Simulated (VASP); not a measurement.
Here is a VASP 6.6.1 calculation.

The input INCAR:

```
SYSTEM = GaCuSe2
PREC = Accurate
ENCUT = 520
EDIFF = 1E-6
ISMEAR = 0
SIGMA = 0.01
LREAL = .False.
LASPH = .True.
NELM = 100
ALGO = Normal
ISIF = 2
LWAVE = .False.
LCHARG = .False.
GGA = PS
NBANDS = 46
```

The input KPOINTS:

```
regular mesh
0
Gamma
  4 4 4
  0 0 0
```

POSCAR

```
GaCuSe2
1.0
   -2.7848711828      2.7848711828      5.5371861983
    2.7848711828     -2.7848711828      5.5371861983
    2.7848711828      2.7848711828     -5.5371861983
Ga Cu Se
2 2 4
Direct
    0.5000000000      0.5000000000      0.0000000000
    0.2500000000      0.7500000000      0.5000000000
    0.0000000000      0.0000000000      0.0000000000
    0.7500000000      0.2500000000      0.5000000000
    0.3750000000      0.3667950911      0.4917950911
    0.6332049089      0.1250000000      1.0082049089
    0.8750000000      0.8832049089      0.5082049089
    0.1167950911      0.6250000000     -0.0082049089
```

Potentials or basis: VASP PAW PBE potentials, release 64 (Ga_d, Cu, Se).

Command:

```bash
$ cat potpaw_PBE.64/Ga_d/POTCAR potpaw_PBE.64/Cu/POTCAR potpaw_PBE.64/Se/POTCAR > POTCAR
$ mpirun -np 1 vasp_std > vasp.out
```

(1) What does it give for the pressure?

(2) Predict the band gap on the k mesh.

## Answers

(1) 0.2 GPa.

(2) 0.14 eV, direct.

Caveat: the PAW data sets were made with another functional, which shifts forces and pressure a little.

**What was measured.**

From “Growth and anisotropy of transport properties of CuGaSe2 single crystals”, 2018, pmc:6251020, for a bulk crystal of GaCuSe2: band gap 1.7 eV.

Against the measured gap of GaCuSe2, 1.7 eV (“Growth and anisotropy of transport properties of CuGaSe2 single crystals”, 2018, pmc:6251020), the calculated 0.14 eV is off by -1.56 eV. So large a miss can be the level of theory's own, or it may mean another phase, state or a wrong row. 2 values of this kind are on record in papers (1.7 to 1.72 eV); this one was drawn at random among those near their median. Spin-orbit coupling on Ga, Se is left out. The value is that of PBEsol, without temperature or zero-point motion. Semilocal functionals fall short of measured gaps as a rule.
